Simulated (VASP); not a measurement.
# H7C2O in VASP: notebook, part 2 of 2

VASP 6.6.1. The steps go on from the part before.

## (3) Single point, r2SCAN+D3(BJ)

This run uses another cell than the first one, of 13.84 Å³/atom.

POSCAR reads:

```
H7C2O
1.0
    8.1979110000      0.0000000000      0.0000000000
    0.0000000000      8.2041280000      0.0000000000
    0.0000000000      0.0000000000      8.2281980000
O C H
4 8 28
Direct
    0.6590093501      0.2210106912      0.8605894024
    0.8217581284      0.3635852585      1.0277584472
    0.3925268279      0.5895568670      0.5132594038
    0.4257670033      0.6239541850      0.7787488828
    0.6953844705      0.3553576931      0.9497097663
    0.3590182914      0.6542438148      0.6528768510
    0.6828446906     -0.0689409039      0.5667462062
    0.7588274623      0.8207331724      0.0423057394
    0.9456555457      0.4972252993      0.6481856659
    0.2204220075      0.2032757168      0.1778032079
    0.6591313324      0.3301386814      0.4030287069
    0.2418664950      0.1193911163      0.7126104646
    0.7287588265      0.1308609520      0.8761092040
    0.6022265916      0.4376942924      0.9431226619
    0.4892221933      0.5210547666      0.5329477973
    0.2672022177      0.7509024725      0.6410395083
    0.5624115705     -0.0123718206      0.5328505707
    0.7833459036      0.0222814661      0.5554193032
    0.7100955353     -0.1609068020      0.4813326077
    0.6611806349     -0.1107978813      0.6867846398
    0.8192696896      0.8434290640     -0.0710240565
    0.8259299229      0.7464169257      0.1218492798
    0.6433346251      0.7670772567      0.0066964845
    0.7233306143      0.9368454515      0.0914781098
    1.0409359165      0.5280756224      0.7287379327
    0.8901901960      0.3911689335      0.7011255684
    0.9984616813      0.4593419313      0.5298973117
    0.8548397269      0.5931648068      0.6383293158
    0.1872672197      0.1347492384      0.2805839140
    0.1191035131      0.2112960695      0.0955859351
    0.2995275260      0.1243520335      0.1069857580
    0.2653358886      0.3134032039      0.2276561648
    0.6732934768      0.4610118223      0.3999539146
    0.6576675448      0.2915483522      0.5351353966
    0.7602424569      0.2752029222      0.3517781172
    0.5484445977      0.2955829066      0.3400258477
    0.2926965174      0.0346776647      0.7995553826
    0.3431361965      0.1526182917      0.6252280268
    0.1863157578      0.2258131516      0.7818479818
    0.1516849841      0.0638824748      0.6317300580
```

INCAR.step1 reads:

```
PREC = Accurate
ENCUT = 910
ISMEAR = -1
SIGMA = 0.02
LREAL = Auto
LASPH = True
NELM = 120
NBANDS = 68
GGA = PE
ALGO = Normal
EDIFF = 1E-5
LWAVE = True
LCHARG = False
GGA_COMPAT = False
```

INCAR.step2 reads:

```
PREC = Accurate
ENCUT = 910
EDIFF = 1E-6
ISMEAR = -1
SIGMA = 0.02
LREAL = Auto
LASPH = True
NELM = 120
ALGO = Normal
ISIF = 2
LWAVE = False
LCHARG = True
METAGGA = R2SCAN
LMIXTAU = True
IVDW = 12
VDW_S6 = 1.0
VDW_S8 = 0.78981345
VDW_A1 = 0.49484001
VDW_A2 = 5.73083694
LELF = True
LVHAR = True
NBANDS = 68
ISTART = 1
GGA_COMPAT = False
```

KPOINTS reads:

```
Automatic mesh
0
Gamma
  1 1 1
```

Potentials or basis: VASP PAW PBE potentials, release 64 (O_h, C_h, H_h).

On the command line:

```sh
$ cat potpaw_PBE.64/O_h/POTCAR potpaw_PBE.64/C_h/POTCAR potpaw_PBE.64/H_h/POTCAR > POTCAR
$ cp INCAR.step1 INCAR
$ mpirun -np 1 vasp_gam > vasp.out
$ cp INCAR.step2 INCAR
$ mpirun -np 1 vasp_gam > vasp.out
```

OUTCAR:

```text
PREC = Accurate
   ENCUT = 910
   EDIFF = 1E-6
   ISMEAR = -1
   LREAL = Auto
   LASPH = True
   NELM = 120
   ISIF = 2
   METAGGA = R2SCAN
   IVDW = 12
   ISTART = 1
 IVDW          = 12

 ion  position               nearest neighbor table
   1  0.659  0.221  0.861-  13 0.94   5 1.36
   2  0.822  0.364  0.028-   5 1.22
   3  0.393  0.590  0.513-  15 0.99   6 1.29
   4  0.426  0.624  0.779-   6 1.20
   5  0.695  0.355  0.950-  14 1.02   2 1.22   1 1.36
   6  0.359  0.654  0.653-  16 1.10   4 1.20   3 1.29
   7  0.683  0.931  0.567-  19 1.06  20 1.06  18 1.12  17 1.13
   8  0.759  0.821  0.042-  22 1.05  21 1.07  24 1.08  23 1.08
   9  0.946  0.497  0.648-  25 1.06  26 1.07  28 1.09  27 1.11
  10  0.220  0.203  0.178-  29 1.05  32 1.06  30 1.07  31 1.09
  11  0.659  0.330  0.403-  35 1.03  33 1.08  36 1.08  34 1.13
  12  0.242  0.119  0.713-  37 1.08  40 1.09  38 1.13  39 1.14
  13  0.729  0.131  0.876-   1 0.94
  14  0.602  0.438  0.943-   5 1.02
  15  0.489  0.521  0.533-   3 0.99
  16  0.267  0.751  0.641-   6 1.10
  17  0.562  0.988  0.533-   7 1.13
  18  0.783  0.022  0.555-   7 1.12
[... 20 lines left out ...]
  39  0.186  0.226  0.782-  12 1.14
  40  0.152  0.064  0.632-  12 1.09

  LATTYP: Found a simple orthorhombic cell.
 ALAT       =     8.1979110000
 B/A-ratio  =     1.0007583639
 C/A-ratio  =     1.0036944778

  Lattice vectors:

 A1 = (   8.1979110000,   0.0000000000,   0.0000000000)
 A2 = (   0.0000000000,   8.2041280000,   0.0000000000)
 A3 = (   0.0000000000,   0.0000000000,   8.2281980000)

Analysis of symmetry for initial positions (statically):
=====================================================================
 Subroutine PRICEL returns:
 Original cell was already a primitive cell.

 Routine SETGRP: Setting up the symmetry group for a
 simple orthorhombic supercell.

[... 189 lines left out ...]
     AMIX     =   0.40;   BMIX     =  1.00
     AMIX_MAG =   1.60;   BMIX_MAG =  1.00
  volume/ion in A,a.u.               =      13.84        93.36
  Fermi-wavevector in a.u.,A,eV,Ry     =   0.873282  1.650264 10.376093  0.762621
  Thomas-Fermi vector in A             =   1.992650
   LORBIT       =      0    0 simple, 1 ext, 2 COOP (PROOUT), +10 PAW based schemes
   METAGGA = R2SCAN    functional components
   LHFCALC =     F    Hartree Fock is set to
   AEXX    =    0.0000 exact exchange contribution
   IVDW    =    12    specifies the selected vdW correction
   LEPSILON=     F    determine dielectric tensor
   LRPA    =     F    only Hartree local field effects (RPA)
 non-spin polarized calculation
  energy-cutoff  :      910.00
  volume of cell :      553.40
 maximum number of plane-waves:     17257
 NGX is ok and might be reduce to    84
   NGX = 41   NGY = 41   NGZ = 41

 number of electron      84.0000001 magnetization

 Free energy of the ion-electron system (eV)
  ---------------------------------------------------
  ext. energy  EPLUGINS =         0.00000000
  ---------------------------------------------------
  free energy    TOTEN  =      -215.33792082 eV

  energy without entropy =     -215.33792082  energy(sigma->0) =     -215.33792082

 E-fermi :  -4.0344     XC(G=0):  -5.5127

 val. band max:       -4.5836790155   @ k =   0.0000   0.0000   0.0000
 cond. band min:       0.9716822782   @ k =   0.0000   0.0000   0.0000
 fundamental gap:      5.5553612937
 Fermi energy:        -4.0343654701

 k-point     1 :       0.0000    0.0000    0.0000
  band No.  band energies     occupation
      1     -27.6793      2.00000
      2     -26.8493      2.00000
      3     -24.9714      2.00000
      4     -24.4276      2.00000
      5     -16.0983      2.00000
      6     -15.9219      2.00000
[... 46 lines left out ...]
     53       4.3022      0.00000
     54       4.3433      0.00000
 [bands above 54 left out]

------------------------ aborting loop because EDIFF is reached ----------------------------------------

 Edisp (eV)   -0.56084

 E8    (eV) :    -0.0876

  FORCE on cell =-STRESS in cart. coord.  units (eV):
  Direction    XX          YY          ZZ          XY          YZ          ZX
  --------------------------------------------------------------------------------------
  -------------------------------------------------------------------------------------
  Total       1.94282     3.75000     1.83604    -1.22269    -0.96858     0.07206
  in kB       5.62474    10.85678     5.31561    -3.53986    -2.80418     0.20862
  external pressure =        7.27 kB  Pullay stress =        0.00 kB

 VOLUME and BASIS-vectors are now :
 -----------------------------------------------------------------------------
  energy-cutoff  :      910.00
  volume of cell :      553.40
      direct lattice vectors                 reciprocal lattice vectors
     8.197911000  0.000000000  0.000000000     0.121982295  0.000000000  0.000000000
     0.000000000  8.204128000  0.000000000     0.000000000  0.121889858  0.000000000
     0.000000000  0.000000000  8.228198000     0.000000000  0.000000000  0.121533293

 POSITION                                       TOTAL-FORCE (eV/Angst)
 -----------------------------------------------------------------------------------
      5.40250      1.81320      7.08110        -1.831976      1.441141     -0.474819
      6.73670      2.98290      0.22840        -1.406820      0.467820     -0.594627
      3.21790      4.83680      4.22320         0.918766     -0.952388     -1.136539
      3.49040      5.11900      6.40770         0.419400     -0.343055      0.716148
      5.70070      2.91540      7.81440         3.959514     -3.450339      0.950921
      2.94320      5.36750      5.37200        -0.626160      1.497473      0.856071
[... 32 lines left out ...]
      1.52740      1.85260      6.43320         0.764444     -0.973876     -1.005815
      1.24350      0.52410      5.19800        -0.174599     -0.113333      0.500121
 -----------------------------------------------------------------------------------
    total drift:                                0.004268     -0.000639      0.003675

  FREE ENERGIE OF THE ION-ELECTRON SYSTEM (eV)
  ---------------------------------------------------
  free  energy   TOTEN  =      -215.8987574330 eV

  energy  without entropy=     -215.8987574330  energy(sigma->0) =     -215.89875743
```

Wall time 8.9 min (1 thread of AMD EPYC 7R13 (Zen 3), shared host); peak memory 1.2 GiB.

Results:

```yaml
Free_energy: -215.8988 eV
Pressure: 0.7 GPa
Largest_force: 5.337 eV/Å
Band_gap_on_the_k_mesh: 5.56 eV
Dispersion_energy_per_atom: -0.014 eV
```

Forces on the atoms (eV/Å):
```
O   -1.832  1.441 -0.475
O   -1.407  0.468 -0.595
O    0.919 -0.952 -1.137
O    0.419 -0.343  0.716
C    3.960 -3.450  0.951
C   -0.626  1.497  0.856
C   -0.801  2.241 -0.723
C   -1.490  0.744 -1.166
C   -0.178 -0.710 -1.096
C   -0.140 -1.241 -0.957
C   -1.375  0.401  2.351
C    0.302  1.148 -0.707
H    1.225 -0.601  0.451
H   -2.027  2.131 -0.262
H   -0.457 -0.071 -0.364
H   -0.270 -0.140 -0.037
H    1.128 -0.208 -0.062
H   -0.823 -0.448  0.430
H    0.093 -1.144 -0.522
H    0.395 -0.559  0.877
H    0.720 -0.049 -0.355
H    0.676 -0.634  0.760
H   -0.125 -0.518  0.150
H    0.228  0.447  0.609
H    0.867  0.617  0.698
H   -0.352 -0.402  0.061
H   -0.385  0.457  0.465
H    0.147  0.074 -0.137
H   -0.689 -0.955  1.045
H   -0.730  0.757  0.141
H    0.952  0.434  0.257
H    0.604  1.044 -0.445
H    0.189  0.289 -0.258
H   -0.311  0.291 -1.191
H    1.639 -0.784 -1.051
H   -0.131 -0.147  0.034
H   -0.097 -0.301  0.086
H   -0.805  0.264  1.109
H    0.764 -0.974 -1.006
H   -0.175 -0.113  0.500
```

Stress tensor (GPa, compression positive):
```
 0.56 -0.35  0.02
-0.35  1.09 -0.28
 0.02 -0.28  0.53
```

Caveat: the k points lie up to 0.77 Å⁻¹ apart; the cutoff is under 1.25 times the usual one of these potentials, so pressure, stress and relaxed cells hold a basis-set (Pulay) error; the atoms stand as in a frame of molecular dynamics; the PAW data sets were made with another functional, which shifts forces and pressure a little.

## (4) Single point, r2SCAN+D3(BJ)

This run uses another cell than the first one, of 13.81 Å³/atom.

POSCAR reads:

```
H7C2O
1.0
    8.1989370000      0.0000000000      0.0000000000
    0.0000000000      8.2065760000      0.0000000000
    0.0000000000      0.0000000000      8.2120590000
O C H
4 8 28
Direct
    0.6468765402      0.2214443636      0.8582865759
    0.8177767435      0.3590778907      1.0232634714
    0.3929655759      0.5794499436      0.5110167864
    0.4297752257      0.6309086762      0.7776125330
    0.6960780404      0.3476967739      0.9467053269
    0.3562291063      0.6566441351      0.6508964439
    0.6862231043     -0.0707968829      0.5652906293
    0.7615133523      0.8264104299      0.0446781982
    0.9512330684      0.4946520936      0.6521263425
    0.2151864321      0.2071265775      0.1873829694
    0.6601343564      0.3252026180      0.3967945189
    0.2441536019      0.1279583592      0.7138161087
    0.7327047397      0.1420080677      0.8771125488
    0.6155310133      0.4404272866      0.9327989485
    0.4803061665      0.4956269216      0.5265549115
    0.2647904234      0.7534689254      0.6255191299
    0.5631095836     -0.0099798016      0.5419347328
    0.7829063694      0.0264665800      0.5631596169
    0.7070428764     -0.1628815720      0.4772371947
    0.6923092591     -0.1358179099      0.6799999854
    0.8316565916      0.8412887421     -0.0643565761
    0.8340837355      0.7438912404      0.1150381409
    0.6420222524      0.7750735508      0.0248902255
    0.7649284291      0.9404043781      0.1110683691
    1.0286577394      0.5406274188      0.7428831186
    0.8939695475      0.3825834307      0.6839697572
    1.0130947463      0.4842092488      0.5331062526
    0.8564037021      0.5850430192      0.6330811798
    0.1855484437      0.1443232842      0.2938239971
    0.1024645024      0.2416233031      0.1290419370
    0.3107476006      0.1404727136      0.1244876589
    0.2716815607      0.3244349410      0.2133326124
    0.6778195759      0.4562926122      0.3865047730
    0.6457178534      0.2859170499      0.5286859240
    0.7577079809      0.2700151683      0.3390501700
    0.5456682982      0.2939228248      0.3355187779
    0.3068812457      0.0428558756      0.7900820001
    0.3340555001      0.2056155941      0.6402900905
    0.1744006571      0.2232356101      0.7868306840
    0.1574960266      0.0609145641      0.6381956097
```

INCAR.step1 reads:

```
ALGO = Normal ; EDIFF = 1E-5
ENCUT = 910 ; GGA = PE
GGA_COMPAT = F ; ISMEAR = -1
LASPH = T ; LCHARG = F
LREAL = Auto ; LWAVE = T
NBANDS = 68 ; NELM = 120
PREC = Accurate ; SIGMA = 0.02
```

INCAR.step2 reads:

```
ALGO = Normal ; EDIFF = 1E-6
ENCUT = 910 ; GGA_COMPAT = F
ISIF = 2 ; ISMEAR = -1
ISTART = 1 ; IVDW = 12
LASPH = T ; LCHARG = F
LMIXTAU = T ; LREAL = Auto
LWAVE = F ; METAGGA = R2SCAN
NBANDS = 68 ; NELM = 120
PREC = Accurate ; SIGMA = 0.02
VDW_A1 = 0.49484001 ; VDW_A2 = 5.73083694
VDW_S6 = 1.0 ; VDW_S8 = 0.78981345
```

KPOINTS reads:

```
k-points
0
Gamma
  1 1 1
```

On the command line:

```sh
$ cat potpaw_PBE.64/O_h/POTCAR potpaw_PBE.64/C_h/POTCAR potpaw_PBE.64/H_h/POTCAR > POTCAR
$ cp INCAR.step1 INCAR
$ mpirun -np 1 vasp_gam > vasp.out
$ cp INCAR.step2 INCAR
$ mpirun -np 1 vasp_gam > vasp.out
```

It took 11 min on 1 thread of Intel Xeon Platinum 8259CL at 2.50GHz (Skylake/Cascade Lake), shared host; peak memory 1.2 GiB.

It converged, with:

* Free energy: -215.9940 eV
* Pressure: 0.1 GPa
* Largest force: 3.517 eV/Å
* Band gap on the k mesh: 5.62 eV
* Dispersion energy per atom: -0.014 eV

Forces on the atoms (eV/Å):
```
O    0.534 -0.776  0.108
O    1.612 -0.510  0.989
O    0.121 -0.507  0.078
O   -1.236  0.447 -0.936
C    0.311 -0.758 -0.495
C    1.863 -0.413  0.360
C   -0.556  1.750  0.359
C    0.591  0.101  0.393
C   -0.578  0.575 -1.934
C    0.813  1.378 -0.594
C   -2.208  0.668  1.875
C   -0.230  2.421 -0.409
H   -0.139 -0.550 -0.281
H   -2.378  2.579 -0.255
H   -0.905  0.973  0.171
H    0.169 -0.485  0.354
H    1.356 -0.818  0.480
H   -0.721 -0.917 -0.131
H    0.267 -0.392 -1.073
H   -0.367  0.288  0.364
H   -0.029  0.099 -0.797
H    0.174 -0.616  0.488
H   -0.243  0.196 -0.134
H   -0.471  0.232  0.048
H    0.966  0.173  1.040
H   -0.072 -0.665  0.250
H   -0.004 -0.156  0.562
H   -0.256  0.090  0.073
H   -0.229 -0.644  1.585
H   -0.044 -0.529 -0.854
H   -0.585 -0.237 -0.653
H    0.031  0.059  0.525
H    0.029  0.048  0.111
H    0.425  0.434 -1.282
H    1.552 -1.089 -0.715
H    0.217 -0.019 -0.061
H    0.385 -0.138  0.492
H   -0.986 -1.289  0.581
H    0.645 -1.280 -0.480
H    0.177  0.276 -0.199
```

Stress tensor (GPa, compression positive):
```
-0.32 -0.49  0.34
-0.49  0.07  0.41
 0.34  0.41  0.64
```

Levels at points of the mesh, in eV from the valence-band top:
```csv
k point,band 40,band 41,band 42,band 43,band 44,band 45
"(0.00, 0.00, 0.00)",-1.25,-0.21,0.00,5.62,6.04,6.18
```

Caveat: the k points lie up to 0.77 Å⁻¹ apart; the cutoff is under 1.25 times the usual one of these potentials, so pressure, stress and relaxed cells hold a basis-set (Pulay) error; the atoms stand as in a frame of molecular dynamics; the PAW data sets were made with another functional, which shifts forces and pressure a little.

## (5) Summary

```tsv
cell	gap on the mesh (eV)	pressure (GPa)	largest force (eV/Å)
a = 8.206, b = 8.213, c = 8.258 Å, 40 atoms, atomic positions A	5.57	0.1	3.02
a = 8.198, b = 8.204, c = 8.228 Å, 40 atoms, atomic positions B	5.56	0.7	5.34
a = 8.199, b = 8.207, c = 8.212 Å, 40 atoms, atomic positions C	5.62	0.1	3.52
```

Alike in all rows: task single point; level r2SCAN+D3(BJ); potentials or basis VASP PAW PBE potentials, release 64 (O_h, C_h, H_h); no spin polarisation; k mesh 1 × 1 × 1; cutoff (eV) 910; smearing fermi-dirac 0.02 eV.

Caveats: all runs use coarse meshes; the cutoff is under 1.25 times the usual one of these potentials, so pressure, stress and relaxed cells hold a basis-set (Pulay) error; the atoms stand as in a frame of molecular dynamics; the PAW data sets were made with another functional, which shifts forces and pressure a little.

Total energies depend on the potentials used, so only differences within one code and one set of settings carry meaning.
